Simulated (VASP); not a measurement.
Set up this calculation in VASP 6.6.1, as the native input.

| Item | Value |
| --- | --- |
| Task | single point |
| Functional | PBEsol |
| Potentials or basis | VASP PAW PBE potentials, release 64 (Ti_sv, Al) |
| Cutoff | 520 eV |
| k mesh | 16 × 16 × 16 |
| Occupations | fermi-dirac, width 0.15 eV |
| Spin | no spin polarisation |
| Dipole correction | no |
| Further INCAR settings | ALGO = Fast; EDIFF = 1e-06; NBANDS = 18 |

The structure of TiAl3 lies in POSCAR:

```
TiAl3
1.0
   -1.9108940995      1.9108940995      4.2667047846
    1.9108940995     -1.9108940995      4.2667047846
    1.9108940995      1.9108940995     -4.2667047846
Ti Al
1 3
Direct
    0.0000000000      0.0000000000      0.0000000000
    0.5000000000      0.5000000000      0.0000000000
    0.7500000000      0.2500000000      0.5000000000
    0.2500000000      0.7500000000      0.5000000000
```

One way to write it, as run:

INCAR

```
SYSTEM = TiAl3
PREC     = Accurate       ! precision mode
ENCUT    = 520            ! plane-wave cutoff, eV
EDIFF    = 1E-6           ! SCF threshold, eV
ISMEAR   = -1             ! smearing method
SIGMA    = 0.15           ! smearing width, eV
LREAL    = .FALSE.        ! projectors in reciprocal space
LASPH    = .TRUE.         ! aspherical terms in the spheres
NELM     = 60             ! most SCF steps
ALGO     = Fast           ! electronic algorithm
ISIF     = 2              ! what is computed and relaxed
LWAVE    = .FALSE.        ! write WAVECAR
LCHARG   = .FALSE.        ! write CHGCAR
GGA      = PS             ! functional
NBANDS   = 18             ! bands
```

KPOINTS

```
Automatic mesh
0
G
  16 16 16
  0 0 0
```

Potentials or basis: VASP PAW PBE potentials, release 64 (Ti_sv, Al).

Launch:

```bash
$ cat potpaw_PBE.64/Ti_sv/POTCAR potpaw_PBE.64/Al/POTCAR > POTCAR
$ mpirun -np 1 vasp_std > vasp.out
```

It gave:

```json
{
  "Pressure": "0.1 GPa",
  "Band gap on the k mesh": "zero (an odd number of electrons rules out a gap without spin polarisation)"
}
```

Caveat: the PAW data sets were made with another functional, which shifts forces and pressure a little.

Run time: 9.9 min on 1 thread of Intel(R) Xeon(R) 6975P-C (Granite Rapids) (shared host), peak memory 0.52 GiB.
